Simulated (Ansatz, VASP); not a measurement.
# TePb: VASP beside Ansatz

Contents of POSCAR:

```
TePb
1.0
    0.0000000000      3.3005152173      3.3005152173
    3.3005152173      0.0000000000      3.3005152173
    3.3005152173      3.3005152173      0.0000000000
Pb Te
1 1
Direct
    0.0000000000      0.0000000000      0.0000000000
    0.5000000000      0.5000000000      0.5000000000
```

The input INCAR.step1:

```
SYSTEM = TePb
PREC = Accurate
ENCUT = 520
ISMEAR = 0
SIGMA = 0.01
LREAL = .FALSE.
LASPH = .TRUE.
NELM = 100
NBANDS = 17
GGA = PE
ALGO = Normal
EDIFF = 1E-4
LWAVE = .TRUE.
LCHARG = .FALSE.
```

INCAR.step2

```
SYSTEM = TePb
PREC = Accurate
ENCUT = 520
EDIFF = 1E-7
ISMEAR = 0
SIGMA = 0.01
LREAL = .FALSE.
LASPH = .TRUE.
NELM = 100
ALGO = Normal
ISIF = 2
LWAVE = .FALSE.
LCHARG = .FALSE.
METAGGA = R2SCAN
LMIXTAU = .TRUE.
NBANDS = 17
ISTART = 1
```

Contents of KPOINTS:

```
Automatic mesh
0
G
  8 8 8
  0 0 0
```

Input for Ansatz:

```yaml
crystal:
  lattice:
    - [0.0, 3.3005152173, 3.3005152173]
    - [3.3005152173, 0.0, 3.3005152173]
    - [3.3005152173, 3.3005152173, 0.0]
  atoms:
    - { symbol: Pb, position: [0.0, 0.0, 0.0] }
    - { symbol: Te, position: [0.5, 0.5, 0.5] }
kpoints:
  mp_grid: { grid: [8, 8, 8] }
  band_path:
    path:
      - [0.0, 0.0, 0.0]
      - [0.5, 0.0, 0.5]
      - [0.625, 0.25, 0.625]
      - [0.375, 0.375, 0.75]
      - [0.5, 0.5, 0.5]
      - [0.5, 0.25, 0.75]
      - [0.0, 0.0, 0.5]
    npoints: 1
hamiltonian:
  xc: r2scan
scf:
  occupations: { method: fixed }
  n_extra_bands: 4
output:
  forces: true
  stress: true
  eigenvalues: true
```

Change from the starting cell: hydrostatic strain +1.0%.

Alike in both runs: task single point; functional r2SCAN; k mesh 8 × 8 × 8; no spin polarisation.

```csv
,VASP,Ansatz
version,VASP 6.6.1,Ansatz 0.2.0
potentials or method,"VASP PAW PBE potentials, release 64 (Pb_d, Te)","plane waves, PAW"
plane-wave cutoff (eV),520,500
occupations,"gaussian, width 0.01 eV",fixed
valence electrons in the cell,20,30
```

```csv
,VASP,Ansatz,Ansatz less VASP
gap on the k mesh at the Fermi level (eV),1.15,1.15,-0.003
pressure (GPa),-1.2,-1.2,+0.01
```

VASP's potentials were made for PBE, not for r2SCAN. VASP's potentials hold 20 valence electrons a cell and Ansatz's 30, so a difference there can come from the potentials and not from the codes.

Neither program's run includes spin-orbit coupling.
